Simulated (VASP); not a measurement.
Wanted: the native input for a VASP 6.6.1 run.

- Task: relaxation of cell and atoms
- Functional: PBE
- Potentials or basis: VASP PAW PBE potentials, release 64 (Be, Zn, O)
- Cutoff: 600 eV
- k mesh: 12 × 12 × 16
- Occupations: gaussian, width 0.1 eV
- Spin: no spin polarisation
- Dipole correction: no
- Further INCAR settings: ALGO = Normal; EDIFF = 1e-06; IBRION = 2; EDIFFG = -0.01; NSW = 100; ISIF = 3

The structure of Be2ZnO3 lies in POSCAR:

```
Be2ZnO3
1.0
    4.9097203594      0.0000000000      0.0000000000
   -2.4548601797      4.2519425567      0.0000000000
    0.0000000000      0.0000000000      2.3647396651
Be Zn O
2 1 3
Direct
    0.3333333333      0.6666666667      0.0000000000
    0.6666666667      0.3333333333      0.0000000000
    0.0000000000      0.0000000000      0.0000000000
    0.5000000000      0.0000000000      0.5000000000
    0.5000000000      0.5000000000      0.5000000000
    0.0000000000      0.5000000000      0.5000000000
```

The cell was built from a structure type or drawn by symmetry, and may not be a known phase.

The input as run:

INCAR

```
SYSTEM = Be2ZnO3
  PREC = Accurate
  ENCUT = 600
  EDIFF = 1E-6
  ISMEAR = 0
  SIGMA = 0.1
  LREAL = .False.
  LASPH = .True.
  NELM = 60
  ALGO = Normal
  ISIF = 3
  LWAVE = .False.
  LCHARG = .False.
  GGA = PE
  IBRION = 2
  NSW = 100
  EDIFFG = -0.01
```

KPOINTS

```
regular mesh
0
Gamma
  12 12 16
  0 0 0
```

Potentials or basis: VASP PAW PBE potentials, release 64 (Be, Zn, O).

Command:

```bash
$ cat potpaw_PBE.64/Be/POTCAR potpaw_PBE.64/Zn/POTCAR potpaw_PBE.64/O/POTCAR > POTCAR
$ mpirun -np 1 vasp_std > vasp.out
```

Results of the run:

```
Relaxed volume                        : 8.20 Å³/atom
Relaxed cell                          : a = 4.864 Å, b = 4.864 Å, c = 2.402 Å, α = 90.00°, β = 90.00°, γ = 120.00°
Space group after relaxing (to 0.1 Å) : P6/mmm (No. 191)
Energy gained by relaxing             : 2.3 meV/atom
Ionic steps                           : 8
Pressure after relaxing               : 0.0 GPa
Band gap on the k mesh                : zero (bands 17 and 18 overlap by 0.75 eV)
```

Caveat: semilocal functionals underestimate gaps, so a narrow gap can read as zero.

Run time: 17 min on 1 thread of Intel Xeon 8259CL, on a shared host, peak memory 0.35 GiB.
